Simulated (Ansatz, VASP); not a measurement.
YF4: VASP beside Ansatz

Contents of INCAR:

```
PREC = Accurate ; ENCUT = 600
EDIFF = 1E-6 ; ISMEAR = 0
SIGMA = 0.1 ; LREAL = False
LASPH = True ; NELM = 200
ALGO = Normal ; ISIF = 2
LWAVE = False ; LCHARG = True
ISPIN = 2 ; MAGMOM = 0 1 1 1 1
LORBIT = 11 ; LMAXMIX = 4
GGA = PE ; LELF = True
LVHAR = True ; NBANDS = 32
GGA_COMPAT = False
```

The input KPOINTS:

```
regular mesh
0
Gamma
  4 4 4
```

Contents of POSCAR:

```
YF4
1.0
    0.0000000000      3.2535817000      3.2535817000
    3.2535817000      0.0000000000      3.2535817000
    3.2535817000      3.2535817000      0.0000000000
Y F
1 4
Direct
    0.7500000000      0.7500000000      0.7500000000
    0.5778962500      0.5778962500      0.5778962500
    0.5778962500      0.5778962500      0.2663112600
    0.5778962500      0.2663112600      0.5778962500
    0.2663112600      0.5778962500      0.5778962500
```

Input for Ansatz:

```yaml
crystal:
  lattice:
    - [0.0, 3.2535817, 3.2535817]
    - [3.2535817, 0.0, 3.2535817]
    - [3.2535817, 3.2535817, 0.0]
  atoms:
    - { symbol: "Y", position: [0.75, 0.75, 0.75] }
    - { symbol: F, position: [0.57789625, 0.57789625, 0.57789625], spin: 1.0 }
    - { symbol: F, position: [0.57789625, 0.57789625, 0.26631126], spin: 1.0 }
    - { symbol: F, position: [0.57789625, 0.26631126, 0.57789625], spin: 1.0 }
    - { symbol: F, position: [0.26631126, 0.57789625, 0.57789625], spin: 1.0 }
basis:
  ecutwfc: 420
kpoints:
  mp_grid: { grid: [4, 4, 4] }
hamiltonian:
  xc: pbe
scf:
  occupations: { method: gaussian, width: 0.1 }
  lower_state_search: "off"
output:
  forces: true
  stress: true
  eigenvalues: true
  populations: true
magnetization:
  spin_polarized: true
```

Alike in both runs: task single point; functional PBE; k mesh 4 × 4 × 4; occupations gaussian, width 0.1 eV; collinear spin.

|  | VASP | Ansatz |
| --- | --- | --- |
| version | VASP 6.6.1 | Ansatz 0.2.0 |
| potentials or method | VASP PAW PBE potentials, release 64 (Y_sv, F), cutoff 600 eV | scalar-relativistic, plane waves, PAW |
| valence electrons in the cell | 39 | 39 |

VASP gave:

- gap on the k mesh at the Fermi level (eV): none
- rms of the force components (eV/Å): 22.451
- net moment per atom (μB): 0.20
- size of the moment on the site where the two differ most (μB): 0.14

**Question.** Estimate Ansatz's values.

**Answer.** gap on the k mesh at the Fermi level (eV): none; rms of the force components (eV/Å): 22.343; net moment per atom (μB): 0.20; size of the moment on the site where the two differ most (μB): 0.03.

Site moments also hang on the region over which each program counts them. Atom by atom the forces differ by 0.107 eV/Å (rms over components). A gap of «none» marks a metal or a gap that the smearing closes.

The k mesh is coarse, so the values compare programs but aren't converged.
